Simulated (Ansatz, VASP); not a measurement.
## KF: VASP beside Ansatz

```
K F
1.0
     3.65993    0.00000    0.00000
    -1.82997    3.16960    0.00000
     0.00000    0.00000    6.47881
K F
2 2
Direct
  0.00000 0.00000 0.00000
  0.00000 0.00000 0.50000
  0.33333 0.66667 0.25000
  0.66667 0.33333 0.75000
```

Alike in both runs: task single point; functional PBE; k mesh 12 × 12 × 4; no spin polarisation.

|  | VASP | Ansatz |
| --- | --- | --- |
| version | VASP 6.6.1 | Ansatz 0.2.0 |
| potentials or method | VASP PAW PBE potentials, release 64 (K_sv, F) | plane waves, PAW |
| plane-wave cutoff (eV) | 520 | 420 |
| occupations | gaussian, width 0.01 eV | fixed |
| valence electrons in the cell | 32 | 32 |

Ansatz gave:

| Quantity | Value |
| --- | --- |
| gap on the k mesh at the Fermi level (eV) | 6.20 |
| pressure (GPa) | 2.0 |
| traceless stress, the component that is largest in VASP (GPa) | 0.13 |

Q: Estimate VASP's values.

A: gap on the k mesh at the Fermi level (eV): 6.19; pressure (GPa): 2.1; traceless stress, the component that is largest in VASP (GPa): 0.17.
